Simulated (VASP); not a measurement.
# Se (Im-3m) in VASP: a series of runs

Runs on Se. Level: PBEsol. Tasks: single point, relaxation of cell and atoms.

Program: VASP 6.6.1. These are calculated values, not measurements. Logs are shortened: lines on timing, memory, paths and dates and some standing lists are left out, and cuts for length are marked.

## 1. The cell of the first run

The structure is cubic, space group Im-3m (No. 229). Conventional cell: a = 2.775 Å, b = 2.775 Å, c = 2.775 Å, α = 90.00°, β = 90.00°, γ = 90.00°. Within 3.2 Å of Se (site symmetry m-3m) lie 14 Se at 2.40 to 2.77 Å.

## 2. Single point, PBEsol

Contents of INCAR:

```
SYSTEM = Se
ALGO = Normal ; EDIFF = 1E-6
ENCUT = 520 ; GGA = PS
ISIF = 2 ; ISMEAR = 0
LASPH = .True. ; LCHARG = .False.
LREAL = .False. ; LWAVE = .False.
NBANDS = 9 ; NELM = 100
PREC = Accurate ; SIGMA = 0.03
```

Contents of KPOINTS:

```
k-points
0
Gamma
  30 30 30
  0 0 0
```

Contents of POSCAR:

```
Se
1.0
   -1.3873612675      1.3873612675      1.3873612675
    1.3873612675     -1.3873612675      1.3873612675
    1.3873612675      1.3873612675     -1.3873612675
Se
1
Direct
    0.0000000000      0.0000000000      0.0000000000
```

Potentials or basis: VASP PAW PBE potentials, release 64 (Se).

The run is started by

```bash
$ cat potpaw_PBE.64/Se/POTCAR > POTCAR
$ mpirun -np 1 vasp_std > vasp.out
```

OUTCAR:

```text
SYSTEM = Se
   EDIFF = 1E-6
   ENCUT = 520
   GGA = PS
   ISIF = 2
   ISMEAR = 0
   LASPH = .True.
   LREAL = .False.
   NELM = 100
   PREC = Accurate

 ion  position               nearest neighbor table
   1  0.000  0.000  0.000-

  LATTYP: Found a body centered cubic cell.
 ALAT       =     2.7747225350

  Lattice vectors:

 A1 = (  -1.3873612675,   1.3873612675,   1.3873612675)
 A2 = (   1.3873612675,  -1.3873612675,   1.3873612675)
 A3 = (   1.3873612675,   1.3873612675,  -1.3873612675)

Analysis of symmetry for initial positions (statically):
=====================================================================
 Subroutine PRICEL returns:
 Original cell was already a primitive cell.

 Routine SETGRP: Setting up the symmetry group for a
 body centered cubic supercell.

 Subroutine GETGRP returns: Found 48 space group operations
 (whereof 48 operations were pure point group operations)
 out of a pool of 48 trial point group operations.

The static configuration has the point symmetry O_h .

Analysis of symmetry for dynamics (positions and initial velocities):
=====================================================================
 Subroutine PRICEL returns:
 Original cell was already a primitive cell.

 Routine SETGRP: Setting up the symmetry group for a
 body centered cubic supercell.

 Subroutine GETGRP returns: Found 48 space group operations
 (whereof 48 operations were pure point group operations)
 out of a pool of 48 trial point group operations.

The dynamic configuration has the point symmetry O_h .

 Subroutine INISYM returns: Found 48 space group operations
 (whereof 48 operations are pure point group operations),
 and found     1 'primitive' translations

----------------------------------------------------------------------------------------

                                     Primitive cell

  volume of cell :      10.6814

  direct lattice vectors                    reciprocal lattice vectors
    -1.387361267  1.387361267  1.387361267     0.000000000  0.360396395  0.360396395
     1.387361267 -1.387361267  1.387361267     0.360396395  0.000000000  0.360396395
     1.387361267  1.387361267 -1.387361267     0.360396395  0.360396395  0.000000000

  length of vectors
     2.402980204  2.402980204  2.402980204     0.509677470  0.509677470  0.509677470

  position of ions in fractional coordinates (direct lattice)
     0.000000000  0.000000000  0.000000000

  ion indices of the primitive-cell ions
   primitive index   ion index
                 1           1

----------------------------------------------------------------------------------------

 KPOINTS: k-points

Automatic generation of k-mesh.
 Grid dimensions read from file:
 generate k-points for:   30   30   30

 Generating k-lattice:

  Cartesian coordinates                     Fractional coordinates (reciprocal lattice)
     0.000000000  0.012013213  0.012013213     0.033333333  0.000000000  0.000000000
     0.012013213  0.000000000  0.012013213     0.000000000  0.033333333  0.000000000
     0.012013213  0.012013213  0.000000000     0.000000000  0.000000000  0.033333333

  Length of vectors
     0.016989249  0.016989249  0.016989249

  Shift w.r.t. Gamma in fractional coordinates (k-lattice)
     0.000000000  0.000000000  0.000000000

 Subroutine IBZKPT returns following result:
 ===========================================

 Found    752 irreducible k-points:

 Following reciprocal coordinates:
            Coordinates               Weight
  0.000000  0.000000  0.000000      1.000000
  0.033333  0.000000  0.000000     12.000000
  0.066667  0.000000  0.000000     12.000000
  0.100000  0.000000  0.000000     12.000000
  0.133333  0.000000  0.000000     12.000000
  0.166667  0.000000  0.000000     12.000000
[... 16 lines left out ...]
  0.233333  0.033333  0.000000     48.000000
  0.266667  0.033333  0.000000     48.000000
 [... further k-points ...]
   k-points           NKPTS =    752   k-points in BZ     NKDIM =    752   number of bands    NBANDS=      9
   number of dos      NEDOS =    301   number of ions     NIONS =      1
   total plane-waves  NPLWV =   5832
   dimension x,y,z NGX =    18 NGY =   18 NGZ =   18
   dimension x,y,z NGXF=    36 NGYF=   36 NGZF=   36
   ions per type =               1
   NGX,Y,Z   is equivalent  to a cutoff of  12.45, 12.45, 12.45 a.u.
   NGXF,Y,Z  is equivalent  to a cutoff of  24.91, 24.91, 24.91 a.u.
 SYSTEM =  Se
   PREC   = accura    normal or accurate (medium, high low for compatibility)
   ISTART =      0    job   : 0-new  1-cont  2-samecut
   ICHARG =      2    charge: 1-file 2-atom 10-const
   ISPIN  =      1    spin polarized calculation?
   LNONCOLLINEAR =      F non collinear calculations
   LSORBIT =      F    spin-orbit coupling
   LASPH  =      T    aspherical Exc in radial PAW
   ENCUT  =  520.0 eV  38.22 Ry    6.18 a.u.   4.47  4.47  4.47*2*pi/ulx,y,z
   NELM   =    100;   NELMIN=  2; NELMDL= -5     # of ELM steps
   EDIFF  = 0.1E-05   stopping-criterion for ELM
   LREAL  =      F    real-space projection
   EDIFFG = 0.1E-04   stopping-criterion for IOM
   NSW    =      0    number of steps for IOM
   IBRION =     -1    ionic relax: 0-MD 1-quasi-New 2-CG
   NFREE  =      0    steps in history (QN), initial steepest desc. (CG)
   ISIF   =      2    stress and relaxation
   ISYM   =      2    0-nonsym 1-usesym 2-fastsym
   POTIM  = 0.5000    time-step for ionic-motion
   TEBEG  =    0.0;   TEEND  =   0.0 temperature during run
   PSTRESS=    0.0 pullay stress
   NELECT =       6.0000    total number of electrons
   NUPDOWN=      -1.0000    fix difference up-down
   EMIN   =  10.00;   EMAX   =-10.00  energy-range for DOS
   EFERMI =   0.00;   METHOD = LEGACY
   ISMEAR =     0;   SIGMA  =   0.03  broadening in eV -4-tet -1-fermi 0-gaus
   EFERMI_NEDOS =   21; number of points for ismear=-14 and -15
   IALGO  =     38    algorithm
   IMIX   =      4    mixing-type and parameters
     AMIX     =   0.40;   BMIX     =  1.00
     AMIX_MAG =   1.60;   BMIX_MAG =  1.00
  volume/ion in A,a.u.               =      10.68        72.08
  Fermi-wavevector in a.u.,A,eV,Ry     =   1.350773  2.552591 24.825021  1.824588
  Thomas-Fermi vector in A             =   2.478250
   LORBIT       =      0    0 simple, 1 ext, 2 COOP (PROOUT), +10 PAW based schemes
   GGA     = PS    functional components
   LHFCALC =     F    Hartree Fock is set to
   AEXX    =    0.0000 exact exchange contribution
   IVDW    =     0    specifies the selected vdW correction
   LEPSILON=     F    determine dielectric tensor
   LRPA    =     F    only Hartree local field effects (RPA)
 non-spin polarized calculation
 Gauss-broadening in eV      SIGMA  =   0.03
  energy-cutoff  :      520.00
  volume of cell :       10.68
 maximum number of plane-waves:       321
 NGX is ok and might be reduce to    18
   NGX =  9   NGY =  9   NGZ =  9

 number of electron       6.0000001 magnetization

 Free energy of the ion-electron system (eV)
  ---------------------------------------------------
  ext. energy  EPLUGINS =         0.00000000
  ---------------------------------------------------
  free energy    TOTEN  =        -0.42323609 eV

  energy without entropy =       -0.42303884  energy(sigma->0) =       -0.42313746

 E-fermi :  16.0055     XC(G=0): -13.8071

 val. band max:       16.0032229819   @ k =  -0.2000   0.2000   0.1000
 cond. band min:      16.0108381035   @ k =  -0.2000   0.2333   0.1667
 fundamental gap:      0.0076151216
 Fermi energy:        16.0054828858

 k-point     1 :       0.0000    0.0000    0.0000
  band No.  band energies     occupation
      1      -8.6936      2.00000
      2      23.9948      0.00000
      3      23.9948      0.00000
      4      23.9948      0.00000
      5      30.1808      0.00000
      6      30.1808      0.00000
      7      30.1808      0.00000
      8      33.9619      0.00000
      9      33.9619      0.00000

 k-point     2 :       0.0333    0.0000    0.0000
  band No.  band energies     occupation
      1      -8.6503      2.00000
      2      23.6106      0.00000
      3      23.7714      0.00000
      4      23.9451      0.00000
      5      29.8997      0.00000
      6      30.1197      0.00000
      7      30.4747      0.00000
      8      32.8902      0.00000
      9      33.3579      0.00000

 k-point     3 :       0.0667    0.0000    0.0000
  band No.  band energies     occupation
      1      -8.5202      2.00000
      2      22.5737      0.00000
      3      23.2010      0.00000
      4      23.7976      0.00000
      5      29.2470      0.00000
      6      29.7582      0.00000
      7      31.2572      0.00000
      8      32.3659      0.00000
      9      32.7863      0.00000

 k-point     4 :       0.1000    0.0000    0.0000
  band No.  band energies     occupation
      1      -8.3035      2.00000
      2      21.1117      0.00000
      3      22.4551      0.00000
      4      23.5586      0.00000
      5      28.4694      0.00000
      6      29.0750      0.00000
      7      32.3568      0.00000
      8      32.4055      0.00000
      9      32.4635      0.00000
[... 205 lines left out ...]
 k-point    22 :       0.2000    0.0333    0.0000
  band No.  band energies     occupation
      1      -6.8310      2.00000
      2      14.8593      2.00000
      3      19.4896      0.00000
      4      21.9116      0.00000
      5      26.2096      0.00000
      6      26.9217      0.00000
      7      32.1579      0.00000
      8      34.6047      0.00000
      9      37.2749      0.00000

 k-point    23 :       0.2333    0.0333    0.0000
  band No.  band energies     occupation
      1      -6.2258      2.00000
      2      13.0435      2.00000
      3      18.8067      0.00000
      4      21.4695      0.00000
      5      25.6442      0.00000
      6      26.4048      0.00000
      7      32.5479      0.00000
      8      35.2122      0.00000
      9      38.9216      0.00000

 k-point    24 :       0.2667    0.0333    0.0000
  band No.  band energies     occupation
      1      -5.5353      2.00000
      2      11.2665      2.00000
      3      18.1986      0.00000
      4      21.0522      0.00000
      5      25.1422      0.00000
      6      25.9479      0.00000
      7      33.0612      0.00000
      8      35.8777      0.00000
      9      40.6467      0.00000

 [... further k-points ...]
[... 5 lines left out ...]
  --------------------------------------------------------------------------------------
  -------------------------------------------------------------------------------------
  Total       12.5699441     12.5699441     12.5699441     -0.0000000      0.0000000     -0.0000000
  in kB     1885.4509647   1885.4509647   1885.4509647     -0.0000000      0.0000000     -0.0000000
  external PRESSURE =    1885.4509647 kB  Pullay stress =       0.0000000 kB

 VOLUME and BASIS-vectors are now :
 -----------------------------------------------------------------------------
  energy-cutoff  :      520.00
  volume of cell :       10.68
      direct lattice vectors                 reciprocal lattice vectors
    -1.387361267  1.387361267  1.387361267     0.000000000  0.360396395  0.360396395
     1.387361267 -1.387361267  1.387361267     0.360396395  0.000000000  0.360396395
     1.387361267  1.387361267 -1.387361267     0.360396395  0.360396395  0.000000000

 POSITION                                       TOTAL-FORCE (eV/Angst)
 -----------------------------------------------------------------------------------
      0.00000      0.00000      0.00000         0.000000      0.000000     -0.000000
 -----------------------------------------------------------------------------------
    total drift:                                0.000000      0.000000      0.000000

  FREE ENERGIE OF THE ION-ELECTRON SYSTEM (eV)
  ---------------------------------------------------
  free  energy   TOTEN  =        -0.4232360883 eV

  energy  without entropy=       -0.4230388391  energy(sigma->0) =       -0.42313746
```

Run time: 26 s. Hardware: 1 thread of Intel Xeon Platinum 8559C (Emerald Rapids), shared host; peak memory 0.18 GiB.

What came out:

```
Free energy            : -0.4232 eV
Pressure               : 188.5 GPa
Band gap on the k mesh : zero (band 3 reaches 23.99 eV, above the bottom of band 4 at 7.87 eV)
```

Caveat: the PAW data sets were made with another functional, which shifts forces and pressure a little.

## 3. Relaxation of cell and atoms, PBEsol, target pressure 185 GPa, at which the enthalpy is minimised

Contents of INCAR:

```
ALGO = Normal
EDIFF = 1E-6
EDIFFG = -0.002
ENCUT = 600
GGA = PS
IBRION = 2
ISIF = 3
ISMEAR = 0
LASPH = True
LCHARG = False
LREAL = False
LWAVE = False
NELM = 100
NSW = 100
PREC = Accurate
PSTRESS = 1850.0
SIGMA = 0.03
```

Contents of KPOINTS:

```
k-points
0
Gamma
  30 30 30
```

Contents of POSCAR:

```
Se
1.0
   -1.3866316952      1.3866316952      1.3866316952
    1.3866316952     -1.3866316952      1.3866316952
    1.3866316952      1.3866316952     -1.3866316952
Se
1
Direct
    0.0000000000      0.0000000000      0.0000000000
```

Potentials or basis: VASP PAW PBE potentials, release 64 (Se).

The run is started by

```bash
$ cat potpaw_PBE.64/Se/POTCAR > POTCAR
$ mpirun -np 1 vasp_std > vasp.out
```

It took 55 s on 1 thread of Intel Xeon Platinum 8559C (Emerald Rapids), shared host; peak memory 0.19 GiB.

The run converged. Its results:

- Free energy: -0.4841 eV
- Relaxed volume: 10.73 Å³/atom
- Relaxed cell: a = 2.407 Å, b = 2.407 Å, c = 2.407 Å, α = 109.47°, β = 109.47°, γ = 109.47°
- Space group after relaxing (to 0.05 Å): Im-3m (No. 229)
- Energy change on relaxing (the enthalpy is what falls): -80.3 meV/atom
- Ionic steps: 4
- Pressure after relaxing: 185.0 GPa
- Band gap on the k mesh: zero (band 3 reaches 23.84 eV, above the bottom of band 4 at 7.82 eV)

Step by step:
```tsv
step	energy change (eV)	largest force (eV/Å)	pressure (GPa)	volume (Å³)
1	0.0000	0.0000	189.67	10.66
2	-0.5281	0.0000	159.01	11.15
3	-0.0820	0.0000	184.95	10.73
4	-0.0803	0.0000	185.02	10.73
```

Final structure:
```xyz
1
Lattice="-1.3896 1.3896 1.3896 1.3896 -1.3896 1.3896 1.3896 1.3896 -1.3896" Properties=species:S:1:pos:R:3 pbc="T T T"
Se    0.0000    0.0000    0.0000
```

Levels at points of the mesh, in eV from the Fermi level:
```csv
k point,band 1,band 2,band 3,band 4,band 5,band 6
"(0.00, 0.00, 0.00)",-24.61,7.93,7.93,7.93,14.16,14.16
"(0.50, 0.00, 0.00)",-15.85,-13.78,0.55,4.07,7.19,8.16
"(0.50, 0.50, 0.50)",-7.64,-6.67,-6.67,-6.67,-0.07,-0.07
```

Caveat: the cell is relaxed towards a set pressure, so the enthalpy falls and the energy may rise; the PAW data sets were made with another functional, which shifts forces and pressure a little.

## 4. Single point, PBEsol

Contents of INCAR:

```
SYSTEM = Se
PREC = Accurate
ENCUT = 520
EDIFF = 1E-7
ISMEAR = 0
SIGMA = 0.03
LREAL = .False.
LASPH = .True.
NELM = 100
ALGO = Normal
ISIF = 2
LWAVE = .False.
LCHARG = .True.
GGA = PS
LELF = .True.
LVHAR = .True.
NBANDS = 9
```

Contents of KPOINTS:

```
Automatic mesh
0
Gamma
  24 24 24
  0 0 0
```

POSCAR is that of step 3.

The run is started by

```bash
$ cat potpaw_PBE.64/Se/POTCAR > POTCAR
$ mpirun -np 1 vasp_std > vasp.out
```

It took 18 s on 1 thread of Intel Xeon Platinum 8559C (Emerald Rapids), shared host; peak memory 0.15 GiB.

Results (log left out):

| Quantity | Value |
| --- | --- |
| Free energy | -0.4032 eV |
| Pressure | 188.5 GPa |
| Band gap on the k mesh | zero (band 3 reaches 24.04 eV, above the bottom of band 4 at 7.21 eV) |

Levels at points of the mesh, in eV from the Fermi level:
| k point | band 1 | band 2 | band 3 | band 4 | band 5 | band 6 | band 7 | band 8 |
| --- | --- | --- | --- | --- | --- | --- | --- | --- |
| (0.00, 0.00, 0.00) | -24.71 | 8.02 | 8.02 | 8.02 | 14.20 | 14.20 | 14.20 | 17.98 |
| (0.50, 0.00, 0.00) | -15.89 | -13.86 | 0.57 | 4.10 | 7.19 | 8.20 | 22.53 | 24.43 |
| (0.50, 0.50, 0.50) | -7.58 | -6.70 | -6.70 | -6.70 | -0.11 | -0.11 | 30.97 | 30.97 |

Caveat: the PAW data sets were made with another functional, which shifts forces and pressure a little.

## 5. Summary

| task | cell | k mesh | cutoff (eV) | gap on the mesh (eV) | pressure (GPa) |
| --- | --- | --- | --- | --- | --- |
| single point | as given | 30 × 30 × 30 | 520 | none | 188.5 |
| relaxation of cell and atoms | relaxed to 185 GPa | 30 × 30 × 30 | 600 | none | 185.0 |
| single point | as given | 24 × 24 × 24 | 520 | none | 188.5 |

Alike in all rows: level PBEsol; potentials or basis VASP PAW PBE potentials, release 64 (Se); no spin polarisation; smearing gaussian 0.03 eV.

Caveats: the PAW data sets were made with another functional, which shifts forces and pressure a little; the cell is relaxed towards a set pressure, so the enthalpy falls and the energy may rise (some runs).

Absolute energies hang on the potentials; compare differences alone.
